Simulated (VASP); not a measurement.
# KB3H8 (Cmcm) in VASP: a series of runs

The runs below take KB3H8 through single point, with LDA, PBEsol, PBE, r2SCAN.

Everything below comes from runs of VASP 6.6.1. Logs are shortened: lines on timing, memory, paths and dates and some standing lists are left out, and cuts for length are marked.

## (1) The cell of the first run

The structure is orthorhombic, space group Cmcm (No. 63). The conventional cell has a = 6.863 Å, b = 7.653 Å, c = 7.766 Å, α = 90.00°, β = 90.00°, γ = 90.00°. K (site symmetry m2m) has 24 H at 2.73 to 3.85 Å and 11 B at 3.03 to 3.66 Å within 3.9 Å. Within 1.6 Å of B (site symmetry m) lie 3 H at 1.21 to 1.27 Å. B (site symmetry m2m) has 4 H at 1.21 to 1.46 Å within 1.6 Å. Within 1.6 Å of H (site symmetry 1) lie 1 B at 1.21 Å. Within 1.7 Å of H (site symmetry m) lie 2 B at 1.27 to 1.46 Å. Within 1.6 Å of H (site symmetry m) lie 1 B at 1.21 Å.

## (2) Single point, LDA

INCAR

```
ALGO     = Normal         # electronic algorithm
EDIFF    = 1E-6           # SCF threshold, eV
ENCUT    = 520            # plane-wave cutoff, eV
ISIF     = 2              # what is computed and relaxed
ISMEAR   = -1             # smearing method
LASPH    = True           # aspherical terms in the spheres
LCHARG   = True           # write CHGCAR
LELF     = True           # ELF
LREAL    = Auto         
LVHAR    = True         
LWAVE    = False          # write WAVECAR
NBANDS   = 44             # bands
NELM     = 80             # most SCF steps
PREC     = Accurate       # precision mode
SIGMA    = 0.02           # smearing width, eV
```

KPOINTS

```
k-points
0
Gamma
  4 4 4
```

POSCAR

```
KB3H8
1.0
    3.4312610133     -3.8265072020      0.0000000000
    3.4312610133      3.8265072020      0.0000000000
    0.0000000000      0.0000000000      7.7655668767
K B H
2 6 16
Direct
    0.6628592945      0.3371407055      0.7500000000
    0.3371407055      0.6628592945      0.2500000000
    0.2819800306      0.7180199694      0.6367033867
    0.7180199694      0.2819800306      0.1367033867
    0.7180199694      0.2819800306      0.3632966133
    0.2819800306      0.7180199694      0.8632966133
    0.0845844231      0.9154155769      0.7500000000
    0.9154155769      0.0845844231      0.2500000000
    0.1972438553      0.5039095143      0.5821877873
    0.8027561447      0.4960904857      0.0821877873
    0.5039095143      0.1972438553      0.4178122127
    0.4960904857      0.8027561447      0.9178122127
    0.8027561447      0.4960904857      0.4178122127
    0.1972438553      0.5039095143      0.9178122127
    0.4960904857      0.8027561447      0.5821877873
    0.5039095143      0.1972438553      0.0821877873
    0.1315585220      0.8684414780      0.5684054826
    0.8684414780      0.1315585220      0.0684054826
    0.8684414780      0.1315585220      0.4315945174
    0.1315585220      0.8684414780      0.9315945174
    0.8496526268      0.8547403892      0.7500000000
    0.1503473732      0.1452596108      0.2500000000
    0.8547403892      0.8496526268      0.2500000000
    0.1452596108      0.1503473732      0.7500000000
```

Potentials or basis: VASP PAW LDA potentials, release 64 (K_sv, B, H).

Started as:

```console
$ cat potpaw_LDA.64/K_sv/POTCAR potpaw_LDA.64/B/POTCAR potpaw_LDA.64/H/POTCAR > POTCAR
$ mpirun -np 1 vasp_std > vasp.out
```

OUTCAR:

```text
EDIFF = 1E-6
   ENCUT = 520
   ISIF = 2
   ISMEAR = -1
   LASPH = True
   LREAL = Auto
   NELM = 80
   PREC = Accurate

 ion  position               nearest neighbor table
   1  0.663  0.337  0.750-
   2  0.337  0.663  0.250-
   3  0.282  0.718  0.637-   9 1.21  15 1.21  17 1.27   7 1.75   6 1.76
   4  0.718  0.282  0.137-  10 1.21  16 1.21  18 1.27   8 1.75   5 1.76
   5  0.718  0.282  0.363-  11 1.21  13 1.21  19 1.27   8 1.75   4 1.76
   6  0.282  0.718  0.863-  12 1.21  14 1.21  20 1.27   7 1.75   3 1.76
   7  0.085  0.915  0.750-  21 1.21  24 1.21  17 1.46  20 1.46   3 1.75   6 1.75
   8  0.915  0.085  0.250-  22 1.21  23 1.21  18 1.46  19 1.46   4 1.75   5 1.75
   9  0.197  0.504  0.582-   3 1.21
  10  0.803  0.496  0.082-   4 1.21
  11  0.504  0.197  0.418-   5 1.21
  12  0.496  0.803  0.918-   6 1.21
  13  0.803  0.496  0.418-   5 1.21
  14  0.197  0.504  0.918-   6 1.21
  15  0.496  0.803  0.582-   3 1.21
  16  0.504  0.197  0.082-   4 1.21
  17  0.132  0.868  0.568-   3 1.27   7 1.46
  18  0.868  0.132  0.068-   4 1.27   8 1.46
  19  0.868  0.132  0.432-   5 1.27   8 1.46
  20  0.132  0.868  0.932-   6 1.27   7 1.46
  21  0.850  0.855  0.750-   7 1.21
  22  0.150  0.145  0.250-   8 1.21
  23  0.855  0.850  0.250-   8 1.21
  24  0.145  0.150  0.750-   7 1.21

  LATTYP: Found a base centered orthorhombic cell.
 ALAT       =     6.8625220266
 B/A-ratio  =     1.1151897763
 C/A-ratio  =     1.1315908126

  Lattice vectors:

 A1 = (   3.4312610133,  -3.8265072020,   0.0000000000)
 A2 = (   3.4312610133,   3.8265072020,   0.0000000000)
 A3 = (   0.0000000000,   0.0000000000,   7.7655668767)

Analysis of symmetry for initial positions (statically):
=====================================================================
 Subroutine PRICEL returns:
 Original cell was already a primitive cell.

 Routine SETGRP: Setting up the symmetry group for a
 base centered orthorhombic supercell.

 Subroutine GETGRP returns: Found  8 space group operations
 (whereof  4 operations were pure point group operations)
 out of a pool of  8 trial point group operations.

The static configuration has the point symmetry C_2h.
 The point group associated with its full space group is D_2h.

Analysis of symmetry for dynamics (positions and initial velocities):
=====================================================================
 Subroutine PRICEL returns:
 Original cell was already a primitive cell.

 Routine SETGRP: Setting up the symmetry group for a
[... 152 lines left out ...]
   NFREE  =      0    steps in history (QN), initial steepest desc. (CG)
   ISIF   =      2    stress and relaxation
   ISYM   =      2    0-nonsym 1-usesym 2-fastsym
   POTIM  = 0.5000    time-step for ionic-motion
   TEBEG  =    0.0;   TEEND  =   0.0 temperature during run
   PSTRESS=    0.0 pullay stress
   NELECT =      52.0000    total number of electrons
   NUPDOWN=      -1.0000    fix difference up-down
   EMIN   =  10.00;   EMAX   =-10.00  energy-range for DOS
   EFERMI =   0.00;   METHOD = LEGACY
   ISMEAR =    -1;   SIGMA  =   0.02  broadening in eV -4-tet -1-fermi 0-gaus
   EFERMI_NEDOS =   21; number of points for ismear=-14 and -15
   IALGO  =     38    algorithm
   IMIX   =      4    mixing-type and parameters
     AMIX     =   0.40;   BMIX     =  1.00
     AMIX_MAG =   1.60;   BMIX_MAG =  1.00
  volume/ion in A,a.u.               =       8.50        57.34
  Fermi-wavevector in a.u.,A,eV,Ry     =   1.038140  1.961801 14.663484  1.077736
  Thomas-Fermi vector in A             =   2.172611
   LORBIT       =      0    0 simple, 1 ext, 2 COOP (PROOUT), +10 PAW based schemes
   GGA     = CA    functional components
   LHFCALC =     F    Hartree Fock is set to
   AEXX    =    0.0000 exact exchange contribution
   IVDW    =     0    specifies the selected vdW correction
   LEPSILON=     F    determine dielectric tensor
   LRPA    =     F    only Hartree local field effects (RPA)
 non-spin polarized calculation
  energy-cutoff  :      520.00
  volume of cell :      203.92
 maximum number of plane-waves:      5532
 NGX is ok and might be reduce to    40
   NGX = 19   NGY = 19   NGZ = 29

 number of electron      52.0000004 magnetization

 Free energy of the ion-electron system (eV)
  ---------------------------------------------------
  ext. energy  EPLUGINS =         0.00000000
  ---------------------------------------------------
  free energy    TOTEN  =      -107.93467233 eV

  energy without entropy =     -107.93467233  energy(sigma->0) =     -107.93467233

 E-fermi :  -1.2021     XC(G=0):  -8.9034

 val. band max:       -1.6308430270   @ k =   0.5000   0.5000   0.0000
 cond. band min:       3.5509863706   @ k =   0.5000   0.5000   0.5000
 fundamental gap:      5.1818293976
 Fermi energy:        -1.2020704558

 k-point     1 :       0.0000    0.0000    0.0000
  band No.  band energies     occupation
      1     -29.2973      2.00000
      2     -29.2937      2.00000
      3     -13.1732      2.00000
      4     -13.0964      2.00000
      5     -13.0843      2.00000
      6     -13.0693      2.00000
[... 850 lines left out ...]
     37       7.0121      0.00000
     38       7.0121      0.00000
 [bands above 38 left out]

------------------------ aborting loop because EDIFF is reached ----------------------------------------

  FORCE on cell =-STRESS in cart. coord.  units (eV):
  Direction    XX          YY          ZZ          XY          YZ          ZX
  --------------------------------------------------------------------------------------
  -------------------------------------------------------------------------------------
  Total        0.0462015      0.0379248     -0.0123123      0.0000000      0.0000000      0.0000000
  in kB        0.3630004      0.2979717     -0.0967368      0.0000000      0.0000000      0.0000000
  external PRESSURE =       0.1880784 kB  Pullay stress =       0.0000000 kB

 VOLUME and BASIS-vectors are now :
 -----------------------------------------------------------------------------
  energy-cutoff  :      520.00
  volume of cell :      203.92
      direct lattice vectors                 reciprocal lattice vectors
     3.431261013 -3.826507202  0.000000000     0.145719022 -0.130667466  0.000000000
     3.431261013  3.826507202  0.000000000     0.145719022  0.130667466  0.000000000
     0.000000000  0.000000000  7.765566877     0.000000000  0.000000000  0.128773600

 POSITION                                       TOTAL-FORCE (eV/Angst)
 -----------------------------------------------------------------------------------
      3.43126     -1.24636      5.82418         0.000000     -0.006803      0.000000
      3.43126      1.24636      1.94139         0.000000      0.006803      0.000000
      3.43126      1.66851      4.94436         0.000000     -0.001371      0.011115
      3.43126     -1.66851      1.06158         0.000000      0.001371      0.011115
      3.43126     -1.66851      2.82120         0.000000      0.001371     -0.011115
      3.43126      1.66851      6.70399         0.000000     -0.001371     -0.011115
[... 16 lines left out ...]
      5.84822     -0.01947      1.94139        -0.021089     -0.012183      0.000000
      1.01430      0.01947      5.82418         0.021089      0.012183      0.000000
 -----------------------------------------------------------------------------------
    total drift:                                0.000000      0.000000     -0.000000

  FREE ENERGIE OF THE ION-ELECTRON SYSTEM (eV)
  ---------------------------------------------------
  free  energy   TOTEN  =      -107.9346723328 eV

  energy  without entropy=     -107.9346723327  energy(sigma->0) =     -107.93467233
```

stdout:

```text
POSCAR found type information on POSCAR K B H
 POSCAR found :  3 types and      24 ions
 scaLAPACK will be used
 LDA part: xc-table for (Slater(with rela. corr.)+CA(PZ))
 , standard interpolation
 POSCAR, INCAR and KPOINTS ok, starting setup
 FFT: planning ... GRIDC
 FFT: planning ... GRID_SOFT
 FFT: planning ... GRID
 WAVECAR not read
 entering main loop
```

It took 3.3 min on 1 thread of AMD EPYC 9R45 (Zen 5), shared host; peak memory 0.28 GiB.

What came out:

* Free energy: -107.9347 eV
* Pressure: 0.0 GPa
* Largest force: 0.027 eV/Å
* Band gap on the k mesh: 5.18 eV (least direct gap 5.19 eV)

Forces on the atoms (eV/Å):
```
K    0.000 -0.007  0.000
K    0.000  0.007  0.000
B    0.000 -0.001  0.011
B    0.000  0.001  0.011
B    0.000  0.001 -0.011
B    0.000 -0.001 -0.011
B    0.000 -0.009  0.000
B    0.000  0.009  0.000
H   -0.023 -0.010 -0.007
H    0.023  0.010 -0.007
H   -0.023  0.010  0.007
H    0.023 -0.010  0.007
H    0.023  0.010  0.007
H   -0.023 -0.010  0.007
H    0.023 -0.010 -0.007
H   -0.023  0.010 -0.007
H    0.000  0.020 -0.015
H    0.000 -0.020 -0.015
H    0.000 -0.020  0.015
H    0.000  0.020  0.015
H   -0.021  0.012  0.000
H    0.021 -0.012  0.000
H   -0.021 -0.012  0.000
H    0.021  0.012  0.000
```

Levels at points of the mesh, in eV from the valence-band top:
| k point | band 24 | band 25 | band 26 | band 27 | band 28 | band 29 |
| --- | --- | --- | --- | --- | --- | --- |
| (0.00, 0.00, 0.00) | -1.27 | -0.86 | -0.39 | 5.52 | 5.72 | 6.08 |
| (0.50, 0.00, 0.00) | -0.83 | -0.66 | -0.57 | 5.49 | 5.84 | 6.42 |
| (0.50, 0.50, 0.00) | -0.50 | -0.16 | 0.00 | 5.19 | 5.77 | 6.63 |
| (0.00, 0.00, 0.50) | -1.07 | -0.76 | -0.76 | 5.91 | 5.91 | 6.37 |
| (0.50, 0.00, 0.50) | -0.97 | -0.38 | -0.38 | 5.50 | 5.50 | 6.61 |
| (0.50, 0.50, 0.50) | -0.84 | -0.14 | -0.14 | 5.18 | 5.18 | 6.97 |

## (3) Single point, PBEsol

This run uses another cell than the first one, of 9.49 Å³/atom.

INCAR

```
SYSTEM = KB3H8
  ALGO = Normal
  EDIFF = 1E-7
  ENCUT = 520
  GGA = PS
  ISIF = 2
  ISMEAR = -1
  LASPH = .True.
  LCHARG = .False.
  LREAL = Auto
  LWAVE = .False.
  NBANDS = 44
  NELM = 60
  PREC = Accurate
  SIGMA = 0.02
```

KPOINTS

```
k-points
0
Gamma
  4 4 4
  0 0 0
```

POSCAR

```
KB3H8
1.0
    3.6257363717     -3.9341364338      0.0000000000
    3.6257363717      3.9341364338      0.0000000000
    0.0000000000      0.0000000000      7.9834167303
K B H
2 6 16
Direct
    0.6608825029      0.3391174971      0.7500000000
    0.3391174971      0.6608825029      0.2500000000
    0.2797826412      0.7202173588      0.6384196662
    0.7202173588      0.2797826412      0.1384196662
    0.7202173588      0.2797826412      0.3615803338
    0.2797826412      0.7202173588      0.8615803338
    0.0859431453      0.9140568547      0.7500000000
    0.9140568547      0.0859431453      0.2500000000
    0.2001246165      0.5157297770      0.5854585421
    0.7998753835      0.4842702230      0.0854585421
    0.5157297770      0.2001246165      0.4145414579
    0.4842702230      0.7998753835      0.9145414579
    0.7998753835      0.4842702230      0.4145414579
    0.2001246165      0.5157297770      0.9145414579
    0.4842702230      0.7998753835      0.5854585421
    0.5157297770      0.2001246165      0.0854585421
    0.1326258683      0.8673741317      0.5726599731
    0.8673741317      0.1326258683      0.0726599731
    0.8673741317      0.1326258683      0.4273400269
    0.1326258683      0.8673741317      0.9273400269
    0.8611927111      0.8574113686      0.7500000000
    0.1388072889      0.1425886314      0.2500000000
    0.8574113686      0.8611927111      0.2500000000
    0.1425886314      0.1388072889      0.7500000000
```

Potentials or basis: VASP PAW PBE potentials, release 64 (K_sv, B, H).

Started as:

```console
$ cat potpaw_PBE.64/K_sv/POTCAR potpaw_PBE.64/B/POTCAR potpaw_PBE.64/H/POTCAR > POTCAR
$ mpirun -np 1 vasp_std > vasp.out
```

OUTCAR:

```text
SYSTEM = KB3H8
   EDIFF = 1E-7
   ENCUT = 520
   GGA = PS
   ISIF = 2
   ISMEAR = -1
   LASPH = .True.
   LREAL = Auto
   NELM = 60
   PREC = Accurate

 ion  position               nearest neighbor table
   1  0.661  0.339  0.750-
   2  0.339  0.661  0.250-
   3  0.280  0.720  0.638-   9 1.22  15 1.22  17 1.27   7 1.77   6 1.78
   4  0.720  0.280  0.138-  10 1.22  16 1.22  18 1.27   8 1.77   5 1.78
   5  0.720  0.280  0.362-  11 1.22  13 1.22  19 1.27   8 1.77   4 1.78
   6  0.280  0.720  0.862-  12 1.22  14 1.22  20 1.27   7 1.77   3 1.78
   7  0.086  0.914  0.750-  21 1.22  24 1.22  17 1.46  20 1.46   3 1.77   6 1.77
   8  0.914  0.086  0.250-  22 1.22  23 1.22  18 1.46  19 1.46   4 1.77   5 1.77
   9  0.200  0.516  0.585-   3 1.22
  10  0.800  0.484  0.085-   4 1.22
  11  0.516  0.200  0.415-   5 1.22
  12  0.484  0.800  0.915-   6 1.22
  13  0.800  0.484  0.415-   5 1.22
  14  0.200  0.516  0.915-   6 1.22
  15  0.484  0.800  0.585-   3 1.22
  16  0.516  0.200  0.085-   4 1.22
  17  0.133  0.867  0.573-   3 1.27   7 1.46
  18  0.867  0.133  0.073-   4 1.27   8 1.46
  19  0.867  0.133  0.427-   5 1.27   8 1.46
[... 239 lines left out ...]
 k-point     1 :       0.0000    0.0000    0.0000
  band No.  band energies     occupation
      1     -30.0795      2.00000
      2     -30.0774      2.00000
      3     -13.6997      2.00000
      4     -13.6647      2.00000
      5     -13.6573      2.00000
      6     -13.6507      2.00000
[... 850 lines left out ...]
     37       6.5077      0.00000
     38       6.5077      0.00000
 [bands above 38 left out]

------------------------ aborting loop because EDIFF is reached ----------------------------------------

  FORCE on cell =-STRESS in cart. coord.  units (eV):
  Direction    XX          YY          ZZ          XY          YZ          ZX
  --------------------------------------------------------------------------------------
  -------------------------------------------------------------------------------------
  Total       -0.0361976     -0.0039710     -0.1080160      0.0000000      0.0000000      0.0000000
  in kB       -0.2546393     -0.0279351     -0.7598611      0.0000000      0.0000000      0.0000000
  external PRESSURE =      -0.3474785 kB  Pullay stress =       0.0000000 kB

 VOLUME and BASIS-vectors are now :
 -----------------------------------------------------------------------------
  energy-cutoff  :      520.00
  volume of cell :      227.75
      direct lattice vectors                 reciprocal lattice vectors
     3.625736372 -3.934136434  0.000000000     0.137903021 -0.127092695  0.000000000
     3.625736372  3.934136434  0.000000000     0.137903021  0.127092695  0.000000000
     0.000000000  0.000000000  7.983416730     0.000000000  0.000000000  0.125259652

 POSITION                                       TOTAL-FORCE (eV/Angst)
 -----------------------------------------------------------------------------------
      3.62574     -1.26587      5.98756         0.000000      0.003969     -0.000000
      3.62574      1.26587      1.99585         0.000000     -0.003969     -0.000000
      3.62574      1.73273      5.09677         0.000000     -0.005105      0.016830
      3.62574     -1.73273      1.10506         0.000000      0.005105      0.016830
      3.62574     -1.73273      2.88665         0.000000      0.005105     -0.016830
      3.62574      1.73273      6.87835         0.000000     -0.005105     -0.016830
[... 16 lines left out ...]
      6.23121      0.01488      1.99585        -0.020944     -0.016279     -0.000000
      1.02027     -0.01488      5.98756         0.020944      0.016279     -0.000000
 -----------------------------------------------------------------------------------
    total drift:                                0.000000      0.000000      0.000000

  FREE ENERGIE OF THE ION-ELECTRON SYSTEM (eV)
  ---------------------------------------------------
  free  energy   TOTEN  =      -102.2007828439 eV

  energy  without entropy=     -102.2007828439  energy(sigma->0) =     -102.20078284
```

Run time: 4.1 min. Hardware: 1 thread of AMD EPYC 9R45 (Zen 5), shared host; peak memory 0.34 GiB.

Results:

| Quantity | Value |
| --- | --- |
| Free energy | -102.2008 eV |
| Pressure | 0.0 GPa |
| Largest force | 0.027 eV/Å |
| Band gap on the k mesh | 5.47 eV (least direct gap 5.56 eV) |

Forces on the atoms (eV/Å):
```
K    0.000  0.004  0.000
K    0.000 -0.004  0.000
B    0.000 -0.005  0.017
B    0.000  0.005  0.017
B    0.000  0.005 -0.017
B    0.000 -0.005 -0.017
B    0.000 -0.015  0.000
B    0.000  0.015  0.000
H   -0.021 -0.011 -0.011
H    0.021  0.011 -0.011
H   -0.021  0.011  0.011
H    0.021 -0.011  0.011
H    0.021  0.011  0.011
H   -0.021 -0.011  0.011
H    0.021 -0.011 -0.011
H   -0.021  0.011 -0.011
H    0.000  0.019 -0.007
H    0.000 -0.019 -0.007
H    0.000 -0.019  0.007
H    0.000  0.019  0.007
H   -0.021  0.016  0.000
H    0.021 -0.016  0.000
H   -0.021 -0.016  0.000
H    0.021  0.016  0.000
```

Levels at points of the mesh, in eV from the valence-band top:
```tsv
k point	band 24	band 25	band 26	band 27	band 28	band 29
(0.00, 0.00, 0.00)	-0.90	-0.61	-0.28	5.75	6.13	6.35
(0.50, 0.00, 0.00)	-0.69	-0.51	-0.47	5.89	6.14	6.66
(0.50, 0.50, 0.00)	-0.48	-0.23	0.00	5.56	5.92	6.75
(0.00, 0.00, 0.50)	-0.77	-0.59	-0.59	6.20	6.20	6.51
(0.50, 0.00, 0.50)	-0.86	-0.29	-0.29	5.91	5.91	6.71
(0.50, 0.50, 0.50)	-0.61	-0.19	-0.19	5.47	5.47	7.10
```

Caveat: the PAW data sets were made with another functional, which shifts forces and pressure a little. As with any semilocal functional, this PBEsol gap is likely too small.

[end of part 1 of 2]
